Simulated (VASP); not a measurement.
Runs of VASP 6.6.1 on PbSe. The structure is that of space group I4/mmm (No. 139), or close to it. The cells are those of the table. 

```csv
cell,gap on the mesh (eV),pressure (GPa)
"a = 4.501, b = 4.501, c = 4.075 Å, angles 63.1, 63.1, 53.8°, 2 atoms",0.12,2.2
"a = 4.303, b = 4.303, c = 4.390 Å, angles 59.3, 59.3, 61.3°, 2 atoms",0.12,-1.8
"a = 4.725, b = 4.725, c = 3.858 Å, angles 65.9, 65.9, 48.2°, 2 atoms",none,(c)
"a = 4.822, b = 4.822, c = 3.783 Å, angles 66.9, 66.9, 46.2°, 2 atoms",none,(a)
"a = 4.243, b = 4.243, c = 4.572 Å, angles 57.4, 57.4, 65.2°, 2 atoms",0.12,(b)
"a = 4.602, b = 4.602, c = 3.968 Å, angles 64.5, 64.5, 51.1°, 2 atoms",none,6.0
"a = 4.216, b = 4.216, c = 4.999 Å, angles 53.6, 53.6, 72.7°, 2 atoms",none,24.1
"a = 4.210, b = 4.210, c = 4.861 Å, angles 54.7, 54.7, 70.5°, 2 atoms",none,12.7
"a = 4.410, b = 4.410, c = 4.195 Å, angles 61.6, 61.6, 56.8°, 2 atoms",0.05,-0.9
"a = 4.278, b = 4.278, c = 4.453 Å, angles 58.6, 58.6, 62.7°, 2 atoms",0.05,-1.0
"a = 4.219, b = 4.219, c = 4.704 Å, angles 56.1, 56.1, 67.8°, 2 atoms",none,(d)
```

Alike in all rows: task single point; level LDA; potentials or basis VASP PAW LDA potentials, release 64 (Pb_d, Se); no spin polarisation; k mesh 10 × 10 × 10; cutoff (eV) 520; smearing gaussian 0.03 eV.

Question: Fill in the values left out.

Answer: (a) 14.6; (b) 2.1; (c) 11.0; (d) 6.1.

Caveats: spin-orbit coupling is left out, which moves the levels of the heavy elements; the cell stands under pressure (at least some runs); semilocal functionals underestimate gaps, so a narrow gap can read as zero (at least some runs).

A k mesh can miss the band edges, and the runs leave out spin-orbit coupling on Pb, Se.

A gap of «none» marks levels without a gap at the run's occupations.
